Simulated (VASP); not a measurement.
# Pd in VASP: a series of runs

Pd is run at these levels: b88 exchange, pbe correlation, pbesol exchange, pbe correlation, PBE0, r2SCANh; tasks: single point.

Everything below comes from runs of VASP 6.6.1. Logs are shortened: lines on timing, memory, paths and dates and some standing lists are left out, and cuts for length are marked.

### 1 The cell of the first run

Symmetry: Fm-3m, No. 225, cubic system. The conventional cell has a = 3.893 Å, b = 3.893 Å, c = 3.893 Å, α = 90.00°, β = 90.00°, γ = 90.00°. Pd (site symmetry m-3m) has 12 Pd at 2.75 Å within 3.6 Å.

### 2 Single point, b88 exchange, pbe correlation

The input, INCAR:

```
SYSTEM = Pd
PREC     = Accurate       ! precision mode
ENCUT    = 500            ! plane-wave cutoff, eV
EDIFF    = 1E-6           ! SCF threshold, eV
ISMEAR   = -1             ! smearing method
SIGMA    = 0.05           ! smearing width, eV
LREAL    = .False.        ! projectors in reciprocal space
LASPH    = .True.         ! aspherical terms in the spheres
NELM     = 120            ! most SCF steps
ALGO     = Normal         ! electronic algorithm
ISIF     = 2              ! what is computed and relaxed
LWAVE    = .False.        ! write WAVECAR
LCHARG   = .False.        ! write CHGCAR
GGA      = LIBXC          ! functional
LIBXC1   = GGA_X_B88    
LIBXC2   = GGA_C_PBE    
NBANDS   = 11             ! bands
GGA_COMPAT= .False.
```

The input, KPOINTS:

```
Automatic mesh
0
Gamma
  12 12 12
  0 0 0
```

The input, POSCAR:

```
Pd
1.0
    0.0000000000      1.9465000000      1.9465000000
    1.9465000000      0.0000000000      1.9465000000
    1.9465000000      1.9465000000      0.0000000000
Pd
1
Direct
    0.0000000000      0.0000000000      0.0000000000
```

Potentials or basis: VASP PAW PBE potentials, release 64 (Pd).

Command:

```bash
$ cat potpaw_PBE.64/Pd/POTCAR > POTCAR
$ mpirun -np 1 vasp_std > vasp.out
```

OUTCAR:

```text
SYSTEM = Pd
   PREC = Accurate
   ENCUT = 500
   EDIFF = 1E-6
   ISMEAR = -1
   LREAL = .False.
   LASPH = .True.
   NELM = 120
   ISIF = 2
   GGA = LIBXC

 ion  position               nearest neighbor table
   1  0.000  0.000  0.000-

  LATTYP: Found a face centered cubic cell.
 ALAT       =     3.8930000000

  Lattice vectors:

 A1 = (   0.0000000000,   1.9465000000,   1.9465000000)
 A2 = (   1.9465000000,   0.0000000000,   1.9465000000)
 A3 = (   1.9465000000,   1.9465000000,   0.0000000000)

Analysis of symmetry for initial positions (statically):
=====================================================================
 Subroutine PRICEL returns:
 Original cell was already a primitive cell.

 Routine SETGRP: Setting up the symmetry group for a
 face centered cubic supercell.

 Subroutine GETGRP returns: Found 48 space group operations
 (whereof 48 operations were pure point group operations)
 out of a pool of 48 trial point group operations.

The static configuration has the point symmetry O_h .

Analysis of symmetry for dynamics (positions and initial velocities):
=====================================================================
 Subroutine PRICEL returns:
 Original cell was already a primitive cell.

 Routine SETGRP: Setting up the symmetry group for a
 face centered cubic supercell.

 Subroutine GETGRP returns: Found 48 space group operations
 (whereof 48 operations were pure point group operations)
 out of a pool of 48 trial point group operations.

The dynamic configuration has the point symmetry O_h .

 Subroutine INISYM returns: Found 48 space group operations
 (whereof 48 operations are pure point group operations),
 and found     1 'primitive' translations

----------------------------------------------------------------------------------------

                                     Primitive cell

  volume of cell :      14.7500

  direct lattice vectors                    reciprocal lattice vectors
     0.000000000  1.946500000  1.946500000    -0.256871307  0.256871307  0.256871307
     1.946500000  0.000000000  1.946500000     0.256871307 -0.256871307  0.256871307
     1.946500000  1.946500000  0.000000000     0.256871307  0.256871307 -0.256871307

  length of vectors
     2.752766699  2.752766699  2.752766699     0.444914156  0.444914156  0.444914156

[... 81 lines left out ...]
   NSW    =      0    number of steps for IOM
   IBRION =     -1    ionic relax: 0-MD 1-quasi-New 2-CG
   NFREE  =      0    steps in history (QN), initial steepest desc. (CG)
   ISIF   =      2    stress and relaxation
   ISYM   =      2    0-nonsym 1-usesym 2-fastsym
   POTIM  = 0.5000    time-step for ionic-motion
   TEBEG  =    0.0;   TEEND  =   0.0 temperature during run
   PSTRESS=    0.0 pullay stress
   NELECT =      10.0000    total number of electrons
   NUPDOWN=      -1.0000    fix difference up-down
   EMIN   =  10.00;   EMAX   =-10.00  energy-range for DOS
   EFERMI =   0.00;   METHOD = LEGACY
   ISMEAR =    -1;   SIGMA  =   0.05  broadening in eV -4-tet -1-fermi 0-gaus
   EFERMI_NEDOS =   21; number of points for ismear=-14 and -15
   IALGO  =     38    algorithm
   IMIX   =      4    mixing-type and parameters
     AMIX     =   0.40;   BMIX     =  1.00
     AMIX_MAG =   1.60;   BMIX_MAG =  1.00
  volume/ion in A,a.u.               =      14.75        99.54
  Fermi-wavevector in a.u.,A,eV,Ry     =   1.438171  2.717748 28.141404  2.068335
  Thomas-Fermi vector in A             =   2.557167
   LORBIT       =      0    0 simple, 1 ext, 2 COOP (PROOUT), +10 PAW based schemes
   GGA     = LIBXC    functional components
   LHFCALC =     F    Hartree Fock is set to
   AEXX    =    0.0000 exact exchange contribution
   IVDW    =     0    specifies the selected vdW correction
   LEPSILON=     F    determine dielectric tensor
   LRPA    =     F    only Hartree local field effects (RPA)
 non-spin polarized calculation
  energy-cutoff  :      500.00
  volume of cell :       14.75
 maximum number of plane-waves:       388
   NGX =  9   NGY =  9   NGZ =  9

 number of electron      10.0000000 magnetization

 number of electron       9.9999999 magnetization

 Free energy of the ion-electron system (eV)
  ---------------------------------------------------
  ext. energy  EPLUGINS =         0.00000000
  ---------------------------------------------------
  free energy    TOTEN  =        -5.11884364 eV

  energy without entropy =       -5.09928331  energy(sigma->0) =       -5.10906348

 E-fermi :   9.6926     XC(G=0): -13.2143

 val. band max:        9.6881947052   @ k =  -0.4167   0.4167   0.1667
 cond. band min:       9.6942587241   @ k =  -0.3333   0.4167   0.0833
 fundamental gap:      0.0060640188
 Fermi energy:         9.6926445732

 k-point     1 :       0.0000    0.0000    0.0000
  band No.  band energies     occupation
      1       2.6007      2.00000
      2       6.8741      2.00000
      3       6.8741      2.00000
      4       6.8741      2.00000
      5       8.4834      2.00000
      6       8.4834      2.00000
      7      26.9745      0.00000
      8      31.7209      0.00000
      9      31.7209      0.00000
     10      31.7209      0.00000
     11      35.8342      0.00000
[... 309 lines left out ...]
 k-point    24 :      -0.4167    0.1667    0.0000
  band No.  band energies     occupation
      1       5.0379      2.00000
      2       6.4044      2.00000
      3       7.3647      2.00000
      4       7.7967      2.00000
      5       9.4601      1.98108
      6      13.3573      0.00000
      7      17.3089      0.00000
      8      25.5937      0.00000
      9      28.6248      0.00000
     10      29.6203      0.00000
     11      35.9061      0.00000

 [... further k-points ...]

------------------------ aborting loop because EDIFF is reached ----------------------------------------

  FORCE on cell =-STRESS in cart. coord.  units (eV):
  Direction    XX          YY          ZZ          XY          YZ          ZX
  --------------------------------------------------------------------------------------
  -------------------------------------------------------------------------------------
  Total        0.5786782      0.5786782      0.5786782      0.0000000      0.0000000      0.0000000
  in kB       62.8571242     62.8571242     62.8571242      0.0000000      0.0000000      0.0000000
  external PRESSURE =      62.8571242 kB  Pullay stress =       0.0000000 kB

 VOLUME and BASIS-vectors are now :
 -----------------------------------------------------------------------------
  energy-cutoff  :      500.00
  volume of cell :       14.75
      direct lattice vectors                 reciprocal lattice vectors
     0.000000000  1.946500000  1.946500000    -0.256871307  0.256871307  0.256871307
     1.946500000  0.000000000  1.946500000     0.256871307 -0.256871307  0.256871307
     1.946500000  1.946500000  0.000000000     0.256871307  0.256871307 -0.256871307

 POSITION                                       TOTAL-FORCE (eV/Angst)
 -----------------------------------------------------------------------------------
      0.00000      0.00000      0.00000        -0.000000      0.000000      0.000000
 -----------------------------------------------------------------------------------
    total drift:                                0.000000      0.000000      0.000000

  FREE ENERGIE OF THE ION-ELECTRON SYSTEM (eV)
  ---------------------------------------------------
  free  energy   TOTEN  =        -5.1188436377 eV

  energy  without entropy=       -5.0992833130  energy(sigma->0) =       -5.10906348
```

OSZICAR:

```text
N       E                     dE             d eps       ncg     rms          rms(c)
DAV:   1     0.419162760596E+02    0.41916E+02   -0.50521E+03  1616   0.826E+02
DAV:   2    -0.482779758486E+01   -0.46744E+02   -0.45438E+02  1770   0.183E+02
DAV:   3    -0.539141612202E+01   -0.56362E+00   -0.55914E+00  1921   0.210E+01
DAV:   4    -0.539403438679E+01   -0.26183E-02   -0.26180E-02  1892   0.149E+00
DAV:   5    -0.539406473036E+01   -0.30344E-04   -0.30342E-04  2106   0.143E-01    0.768E+00
DAV:   6    -0.513333695967E+01    0.26073E+00   -0.10227E+00  1938   0.827E+00    0.378E+00
DAV:   7    -0.512258271106E+01    0.10754E-01   -0.29240E-02  2082   0.113E+00    0.193E+00
DAV:   8    -0.511893497552E+01    0.36477E-02   -0.24773E-03  1931   0.479E-01    0.132E-01
DAV:   9    -0.511884165270E+01    0.93323E-04   -0.59159E-04  2008   0.204E-01    0.328E-02
DAV:  10    -0.511884414305E+01   -0.24904E-05   -0.20449E-05  1964   0.394E-02    0.619E-03
DAV:  11    -0.511884363771E+01    0.50534E-06   -0.24060E-07  1407   0.469E-03
   1 F= -.51188436E+01 E0= -.51090635E+01  d E =-.195603E-01
```

stdout:

```text
POSCAR found type information on POSCAR Pd
 POSCAR found :  1 types and       1 ions
 scaLAPACK will be used
 -----------------------------------------------------------------------------
|                                                                             |
|                                                                             |
|     You enforced a specific xc type in the INCAR file but a different       |
|     I HOPE YOU KNOW WHAT YOU ARE DOING!                                     |
|                                                                             |
 -----------------------------------------------------------------------------

 LDA part: xc-table for (None,None), standard interpolation
 POSCAR, INCAR and KPOINTS ok, starting setup
 FFT: planning ... GRIDC
 FFT: planning ... GRID_SOFT
 FFT: planning ... GRID
 WAVECAR not read
 entering main loop
```

Wall time 16 s (1 thread of Intel Xeon Platinum 8259CL at 2.50GHz (Skylake/Cascade Lake), shared host); peak memory 0.13 GiB.

Results:

```yaml
Free_energy: -5.1188 eV
Pressure: 6.3 GPa
Band_gap_on_the_k_mesh: zero (bands 5 and 6 overlap by 1.58 eV)
```

Levels at points of the mesh, in eV from the Fermi level:
```tsv
k point	band 2	band 3	band 4	band 5	band 6	band 7	band 8	band 9
(0.00, 0.00, 0.00)	-2.82	-2.82	-2.82	-1.21	-1.21	17.28	22.03	22.03
(0.50, 0.00, 0.00)	-2.86	-2.86	-0.01	-0.01	1.08	7.34	16.65	21.13
(0.50, 0.50, 0.00)	-5.08	-0.04	0.31	0.31	3.40	10.80	13.25	13.25
```

Caveat: the cell stands under pressure; the PAW data sets were made with another functional, which shifts forces and pressure a little.

[end of part 1 of 3]
